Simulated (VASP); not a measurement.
# SnSe2 (P-3m1) in VASP: a series of runs

SnSe2 is run at these levels: PBEsol+D3(BJ); tasks: single point.

All numbers are computed with VASP 6.6.1; they aren't measurements. Logs are shortened: lines on timing, memory, paths and dates and some standing lists are left out, and cuts for length are marked.

## Step 1: The cell of the first run

It takes space group P-3m1 (No. 164, trigonal). Conventional cell: a = 3.506 Å, b = 3.506 Å, c = 5.892 Å, α = 90.00°, β = 90.00°, γ = 120.00°. Sn (site symmetry -3m) has 6 Se at 2.50 Å within 3.3 Å. Within 3.3 Å of Se (site symmetry 3m) lie 3 Sn at 2.50 Å.

## Step 2: Single point, PBEsol+D3(BJ) (strain -0.080 along x and y, -0.040 along z)

INCAR reads:

```
ALGO = Normal
EDIFF = 1E-6
ENCUT = 520
GGA = PS
ISIF = 2
ISMEAR = 0
IVDW = 12
LASPH = True
LCHARG = True
LELF = True
LREAL = False
LVHAR = True
LWAVE = False
NBANDS = 20
NELM = 100
PREC = Accurate
SIGMA = 0.05
```

KPOINTS reads:

```
k-points
0
Gamma
  12 12 6
```

POSCAR reads:

```
SnSe2
1.0
    3.5061188790      0.0000000000      0.0000000000
   -1.7530594395      3.0363880179      0.0000000000
    0.0000000000      0.0000000000      5.8915200000
Sn Se
1 2
Direct
    0.0000000000      0.0000000000      0.0000000000
    0.3333333333      0.6666666667      0.2500000000
    0.6666666667      0.3333333333      0.7500000000
```

Potentials or basis: VASP PAW PBE potentials, release 64 (Sn_d, Se).

Started as:

```
> cat potpaw_PBE.64/Sn_d/POTCAR potpaw_PBE.64/Se/POTCAR > POTCAR
> mpirun -np 1 vasp_std > vasp.out
```

OUTCAR:

```text
EDIFF = 1E-6
   ENCUT = 520
   GGA = PS
   ISIF = 2
   ISMEAR = 0
   IVDW = 12
   LASPH = True
   LREAL = False
   NELM = 100
   PREC = Accurate
 IVDW          = 12

 ion  position               nearest neighbor table
   1  0.000  0.000  0.000-   2 2.50   3 2.50   2 2.50   3 2.50   3 2.50   2 2.50
   2  0.333  0.667  0.250-   1 2.50   1 2.50   1 2.50
   3  0.667  0.333  0.750-   1 2.50   1 2.50   1 2.50

  LATTYP: Found a hexagonal cell.
 ALAT       =     3.5061188790
 C/A-ratio  =     1.6803537482

  Lattice vectors:

 A1 = (   3.5061188790,   0.0000000000,   0.0000000000)
 A2 = (  -1.7530594395,   3.0363880179,   0.0000000000)
 A3 = (   0.0000000000,   0.0000000000,   5.8915200000)

Analysis of symmetry for initial positions (statically):
=====================================================================
 Subroutine PRICEL returns:
 Original cell was already a primitive cell.

 Routine SETGRP: Setting up the symmetry group for a
 hexagonal supercell.

 Subroutine GETGRP returns: Found 12 space group operations
 (whereof 12 operations were pure point group operations)
 out of a pool of 24 trial point group operations.

The static configuration has the point symmetry D_3d.

Analysis of symmetry for dynamics (positions and initial velocities):
=====================================================================
 Subroutine PRICEL returns:
 Original cell was already a primitive cell.

 Routine SETGRP: Setting up the symmetry group for a
 hexagonal supercell.

 Subroutine GETGRP returns: Found 12 space group operations
 (whereof 12 operations were pure point group operations)
 out of a pool of 24 trial point group operations.

The dynamic configuration has the point symmetry D_3d.

 Subroutine INISYM returns: Found 12 space group operations
 (whereof 12 operations are pure point group operations),
 and found     1 'primitive' translations

----------------------------------------------------------------------------------------

                                     Primitive cell

  volume of cell :      62.7208

  direct lattice vectors                    reciprocal lattice vectors
     3.506118879  0.000000000  0.000000000     0.285215657  0.164669336  0.000000000
    -1.753059440  3.036388018  0.000000000     0.000000000  0.329338673  0.000000000
     0.000000000  0.000000000  5.891520000     0.000000000  0.000000000  0.169735484

  length of vectors
     3.506118879  3.506118879  5.891520000     0.329338673  0.329338673  0.169735484

  position of ions in fractional coordinates (direct lattice)
     0.000000000  0.000000000  0.000000000
     0.333333333  0.666666667  0.250000000
     0.666666667  0.333333333  0.750000000

  ion indices of the primitive-cell ions
   primitive index   ion index
                 1           1
                 2           2
                 3           3

----------------------------------------------------------------------------------------

 KPOINTS: k-points

Automatic generation of k-mesh.
 Grid dimensions read from file:
 generate k-points for:   12   12    6

 Generating k-lattice:

  Cartesian coordinates                     Fractional coordinates (reciprocal lattice)
     0.023767971  0.013722445  0.000000000     0.083333333  0.000000000  0.000000000
     0.000000000  0.027444889  0.000000000     0.000000000  0.083333333  0.000000000
     0.000000000  0.000000000  0.028289247     0.000000000  0.000000000  0.166666667

  Length of vectors
     0.027444889  0.027444889  0.028289247

  Shift w.r.t. Gamma in fractional coordinates (k-lattice)
     0.000000000  0.000000000  0.000000000

 Subroutine IBZKPT returns following result:
 ===========================================

 Found    100 irreducible k-points:

 Following reciprocal coordinates:
            Coordinates               Weight
  0.000000  0.000000  0.000000      1.000000
  0.083333 -0.000000  0.000000      6.000000
  0.166667  0.000000  0.000000      6.000000
  0.250000  0.000000  0.000000      6.000000
  0.333333  0.000000  0.000000      6.000000
  0.416667  0.000000  0.000000      6.000000
[... 16 lines left out ...]
  0.166667  0.000000  0.166667      6.000000
  0.000000  0.166667  0.166667      6.000000
 [... further k-points ...]
   k-points           NKPTS =    100   k-points in BZ     NKDIM =    100   number of bands    NBANDS=     20
   number of dos      NEDOS =    301   number of ions     NIONS =      3
   total plane-waves  NPLWV =  37632
   dimension x,y,z NGX =    28 NGY =   28 NGZ =   48
   dimension x,y,z NGXF=    56 NGYF=   56 NGZF=   96
   ions per type =               1   2
   NGX,Y,Z   is equivalent  to a cutoff of  13.28, 13.28, 13.54 a.u.
   NGXF,Y,Z  is equivalent  to a cutoff of  26.55, 26.55, 27.09 a.u.
 SYSTEM =  unknown system
   PREC   = accura    normal or accurate (medium, high low for compatibility)
   ISTART =      0    job   : 0-new  1-cont  2-samecut
   ICHARG =      2    charge: 1-file 2-atom 10-const
   ISPIN  =      1    spin polarized calculation?
   LNONCOLLINEAR =      F non collinear calculations
   LSORBIT =      F    spin-orbit coupling
   LASPH  =      T    aspherical Exc in radial PAW
   ENCUT  =  520.0 eV  38.22 Ry    6.18 a.u.   6.52  6.52 10.95*2*pi/ulx,y,z
   NELM   =    100;   NELMIN=  2; NELMDL= -5     # of ELM steps
   EDIFF  = 0.1E-05   stopping-criterion for ELM
   LREAL  =      F    real-space projection
   EDIFFG = 0.1E-04   stopping-criterion for IOM
   NSW    =      0    number of steps for IOM
   IBRION =     -1    ionic relax: 0-MD 1-quasi-New 2-CG
   NFREE  =      0    steps in history (QN), initial steepest desc. (CG)
   ISIF   =      2    stress and relaxation
   ISYM   =      2    0-nonsym 1-usesym 2-fastsym
   POTIM  = 0.5000    time-step for ionic-motion
   TEBEG  =    0.0;   TEEND  =   0.0 temperature during run
   PSTRESS=    0.0 pullay stress
   NELECT =      26.0000    total number of electrons
   NUPDOWN=      -1.0000    fix difference up-down
   EMIN   =  10.00;   EMAX   =-10.00  energy-range for DOS
   EFERMI =   0.00;   METHOD = LEGACY
   ISMEAR =     0;   SIGMA  =   0.05  broadening in eV -4-tet -1-fermi 0-gaus
   EFERMI_NEDOS =   21; number of points for ismear=-14 and -15
   IALGO  =     38    algorithm
   IMIX   =      4    mixing-type and parameters
     AMIX     =   0.40;   BMIX     =  1.00
     AMIX_MAG =   1.60;   BMIX_MAG =  1.00
  volume/ion in A,a.u.               =      20.91       141.09
  Fermi-wavevector in a.u.,A,eV,Ry     =   1.220662  2.306717 20.272904  1.490016
  Thomas-Fermi vector in A             =   2.355872
   LORBIT       =      0    0 simple, 1 ext, 2 COOP (PROOUT), +10 PAW based schemes
   GGA     = PS    functional components
   LHFCALC =     F    Hartree Fock is set to
   AEXX    =    0.0000 exact exchange contribution
   IVDW    =    12    specifies the selected vdW correction
   LEPSILON=     F    determine dielectric tensor
   LRPA    =     F    only Hartree local field effects (RPA)
 non-spin polarized calculation
 Gauss-broadening in eV      SIGMA  =   0.05
  energy-cutoff  :      520.00
  volume of cell :       62.72
 maximum number of plane-waves:      1726
 NGX is ok and might be reduce to    28
   NGX = 13   NGY = 13   NGZ = 21

 number of electron      25.9999997 magnetization

 Free energy of the ion-electron system (eV)
  ---------------------------------------------------
  ext. energy  EPLUGINS =         0.00000000
  ---------------------------------------------------
  free energy    TOTEN  =       -11.78473839 eV

  energy without entropy =      -11.78473839  energy(sigma->0) =      -11.78473839

 E-fermi :   6.8161     XC(G=0): -10.6009

 val. band max:        6.5893638692   @ k =   0.1667   0.0000   0.1667
 cond. band min:       7.3685870513   @ k =   0.5000   0.0000   0.3333
 fundamental gap:      0.7792231821
 Fermi energy:         6.8160552995

 k-point     1 :       0.0000    0.0000    0.0000
  band No.  band energies     occupation
      1     -15.0483      2.00000
      2     -15.0483      2.00000
      3     -14.9552      2.00000
      4     -14.9144      2.00000
      5     -14.9144      2.00000
      6      -9.3324      2.00000
[... 12 lines left out ...]
     19      15.7944      0.00000
     20      15.7944      0.00000

 k-point     2 :       0.0833   -0.0000    0.0000
  band No.  band energies     occupation
      1     -15.0577      2.00000
      2     -15.0419      2.00000
      3     -14.9498      2.00000
      4     -14.9197      2.00000
      5     -14.9137      2.00000
      6      -9.2359      2.00000
[... 12 lines left out ...]
     19      14.8554      0.00000
     20      15.8887      0.00000

 k-point     3 :       0.1667    0.0000    0.0000
  band No.  band energies     occupation
      1     -15.0855      2.00000
      2     -15.0261      2.00000
      3     -14.9404      2.00000
      4     -14.9262      2.00000
      5     -14.9100      2.00000
      6      -8.9489      2.00000
[... 12 lines left out ...]
     19      14.8065      0.00000
     20      15.8523      0.00000

 k-point     4 :       0.2500    0.0000    0.0000
  band No.  band energies     occupation
      1     -15.1263      2.00000
      2     -15.0096      2.00000
      3     -14.9531      2.00000
      4     -14.9067      2.00000
      5     -14.8995      2.00000
      6      -8.4819      2.00000
[... 12 lines left out ...]
     19      15.0758      0.00000
     20      16.2765      0.00000

 k-point     5 :       0.3333    0.0000    0.0000
  band No.  band energies     occupation
      1     -15.1683      2.00000
      2     -15.0000      2.00000
      3     -14.9676      2.00000
      4     -14.8836      2.00000
      5     -14.8817      2.00000
      6      -7.8671      2.00000
[... 12 lines left out ...]
     19      16.0615      0.00000
     20      16.5318      0.00000

 k-point     6 :       0.4167    0.0000    0.0000
  band No.  band energies     occupation
      1     -15.1992      2.00000
      2     -14.9967      2.00000
      3     -14.9778      2.00000
      4     -14.8667      2.00000
      5     -14.8648      2.00000
      6      -7.1970      2.00000
[... 12 lines left out ...]
     19      16.5168      0.00000
     20      17.4087      0.00000

 k-point     7 :       0.5000    0.0000    0.0000
  band No.  band energies     occupation
      1     -15.2105      2.00000
      2     -14.9961      2.00000
      3     -14.9814      2.00000
      4     -14.8606      2.00000
      5     -14.8579      2.00000
      6      -6.8041      2.00000
[... 12 lines left out ...]
     19      17.0374      0.00000
     20      17.2712      0.00000
[... 277 lines left out ...]
 k-point    20 :       0.0000    0.0000    0.1667
  band No.  band energies     occupation
      1     -15.0483      2.00000
      2     -15.0483      2.00000
      3     -14.9551      2.00000
      4     -14.9145      2.00000
      5     -14.9145      2.00000
      6      -9.2904      2.00000
[... 12 lines left out ...]
     19      15.5910      0.00000
     20      15.5910      0.00000

 k-point    21 :       0.0833   -0.0000    0.1667
  band No.  band energies     occupation
      1     -15.0577      2.00000
      2     -15.0419      2.00000
      3     -14.9497      2.00000
      4     -14.9197      2.00000
      5     -14.9137      2.00000
      6      -9.1942      2.00000
[... 12 lines left out ...]
     19      14.6654      0.00000
     20      15.9066      0.00000

 k-point    22 :       0.0000    0.0833    0.1667
  band No.  band energies     occupation
      1     -15.0577      2.00000
      2     -15.0419      2.00000
      3     -14.9497      2.00000
      4     -14.9197      2.00000
      5     -14.9137      2.00000
      6      -9.1940      2.00000
[... 12 lines left out ...]
     19      14.7834      0.00000
     20      15.5739      0.00000

 k-point    23 :       0.1667    0.0000    0.1667
  band No.  band energies     occupation
      1     -15.0856      2.00000
      2     -15.0261      2.00000
      3     -14.9403      2.00000
      4     -14.9263      2.00000
      5     -14.9100      2.00000
      6      -8.9079      2.00000
[... 12 lines left out ...]
     19      15.0778      0.00000
     20      15.5630      0.00000

 k-point    24 :       0.0000    0.1667    0.1667
  band No.  band energies     occupation
      1     -15.0856      2.00000
      2     -15.0261      2.00000
      3     -14.9405      2.00000
      4     -14.9262      2.00000
      5     -14.9100      2.00000
      6      -8.9066      2.00000
[... 12 lines left out ...]
     19      14.6072      0.00000
     20      15.7260      0.00000

 [... further k-points ...]

------------------------ aborting loop because EDIFF is reached ----------------------------------------

 Edisp (eV)   -1.21705

 E8    (eV) :    -0.8018

  FORCE on cell =-STRESS in cart. coord.  units (eV):
  Direction    XX          YY          ZZ          XY          YZ          ZX
  --------------------------------------------------------------------------------------
  -------------------------------------------------------------------------------------
  Total       9.94618     9.94618     9.08410     0.00000     0.00000     0.00000
  in kB     254.07125   254.07125   232.04989     0.00000     0.00000     0.00000
  external pressure =      246.73 kB  Pullay stress =        0.00 kB

 VOLUME and BASIS-vectors are now :
 -----------------------------------------------------------------------------
  energy-cutoff  :      520.00
  volume of cell :       62.72
      direct lattice vectors                 reciprocal lattice vectors
     3.506118879  0.000000000  0.000000000     0.285215657  0.164669336  0.000000000
    -1.753059440  3.036388018  0.000000000     0.000000000  0.329338673  0.000000000
     0.000000000  0.000000000  5.891520000     0.000000000  0.000000000  0.169735484

 POSITION                                       TOTAL-FORCE (eV/Angst)
 -----------------------------------------------------------------------------------
      0.00000      0.00000      0.00000        -0.000000      0.000000      0.000000
     -0.00000      2.02426      1.47288        -0.000000      0.000000      3.140833
      1.75306      1.01213      4.41864         0.000000      0.000000     -3.140833
 -----------------------------------------------------------------------------------
    total drift:                               -0.000000     -0.000000     -0.000000

  FREE ENERGIE OF THE ION-ELECTRON SYSTEM (eV)
  ---------------------------------------------------
  free  energy   TOTEN  =       -13.0017865782 eV

  energy  without entropy=      -13.0017865782  energy(sigma->0) =      -13.00178658
```

It took 2 min on 1 thread of Intel Xeon Platinum 8488C (Sapphire Rapids), shared host; peak memory 0.27 GiB.

Results:

* Free energy: -13.0018 eV
* Pressure: 24.7 GPa
* Largest force: 3.141 eV/Å
* Band gap on the k mesh: 0.78 eV, indirect (least direct gap 1.54 eV)
* Dispersion energy per atom: -0.406 eV

Forces on the atoms (eV/Å):
```
Sn   0.000  0.000  0.000
Se   0.000  0.000  3.141
Se   0.000  0.000 -3.141
```

Stress tensor (GPa, compression positive):
```
25.41  0.00  0.00
 0.00 25.41  0.00
 0.00  0.00 23.20
```

Caveat: the cell differs from its parent crystal (strain -0.080 along x and y, -0.040 along z); the PAW data sets were made with another functional, which shifts forces and pressure a little; spin-orbit coupling is left out, which moves the levels of the heavy elements. A k mesh can miss the band edges.

## Step 3: Single point, PBEsol+D3(BJ) (strain -0.080 along x and y, +0.000 along z)

INCAR reads:

```
SYSTEM = SnSe2
PREC     = Accurate       ! precision mode
ENCUT    = 520            ! plane-wave cutoff, eV
EDIFF    = 1E-6           ! SCF threshold, eV
ISMEAR   = 0              ! smearing method
SIGMA    = 0.05           ! smearing width, eV
LREAL    = .FALSE.        ! projectors in reciprocal space
LASPH    = .TRUE.         ! aspherical terms in the spheres
NELM     = 60             ! most SCF steps
ALGO     = Normal         ! electronic algorithm
ISIF     = 2              ! what is computed and relaxed
LWAVE    = .FALSE.        ! write WAVECAR
LCHARG   = .FALSE.        ! write CHGCAR
GGA      = PS             ! functional
IVDW     = 12             ! dispersion correction
NBANDS   = 20             ! bands
```

KPOINTS reads:

```
regular mesh
0
G
  12 12 6
  0 0 0
```

Edit POSCAR of step 2 so:

```diff
@@ -4,3 +4,3 @@
    -1.7530594395      3.0363880179      0.0000000000
-    0.0000000000      0.0000000000      5.8915200000
+    0.0000000000      0.0000000000      6.1370000000
 Sn Se
```

Potentials or basis: VASP PAW PBE potentials, release 64 (Sn_d, Se).

Started as:

```
> cat potpaw_PBE.64/Sn_d/POTCAR potpaw_PBE.64/Se/POTCAR > POTCAR
> mpirun -np 1 vasp_std > vasp.out
```

It took 1.7 min on 1 thread of Intel Xeon Platinum 8488C (Sapphire Rapids), shared host; peak memory 0.28 GiB.

Results (log left out):

```yaml
Free_energy: -13.3108 eV
Pressure: 18.3 GPa
Largest_force: 2.178 eV/Å
Band_gap_on_the_k_mesh: 0.55 eV, indirect (least direct gap 1.34 eV)
Dispersion_energy_per_atom: -0.389 eV
```

Forces on the atoms (eV/Å):
```
Sn   0.000  0.000  0.000
Se   0.000  0.000  2.178
Se   0.000  0.000 -2.178
```

Stress tensor (GPa, compression positive):
```
20.06  0.00  0.00
 0.00 20.06  0.00
 0.00  0.00 14.77
```

Levels at points of the mesh, in eV from the valence-band top:
```csv
k point,band 9,band 10,band 11,band 12,band 13,band 14,band 15,band 16,band 17,band 18
"(0.00, 0.00, 0.00)",-0.88,-0.63,-0.63,-0.21,-0.21,2.06,3.32,5.06,5.06,7.27
"(0.50, 0.00, 0.00)",-5.96,-4.02,-3.14,-2.04,-0.50,1.16,3.66,4.77,5.61,6.69
"(0.00, 0.00, 0.50)",-3.38,-0.72,-0.72,-0.06,-0.06,3.39,3.62,4.81,4.81,8.11
"(0.50, 0.00, 0.50)",-6.38,-2.98,-2.94,-1.42,-0.89,0.57,3.54,4.31,4.85,6.59
```

Caveat: the cell differs from its parent crystal (strain -0.080 along x and y, +0.000 along z); the PAW data sets were made with another functional, which shifts forces and pressure a little; spin-orbit coupling is left out, which moves the levels of the heavy elements.

(Part 1 of 2 ends here.)
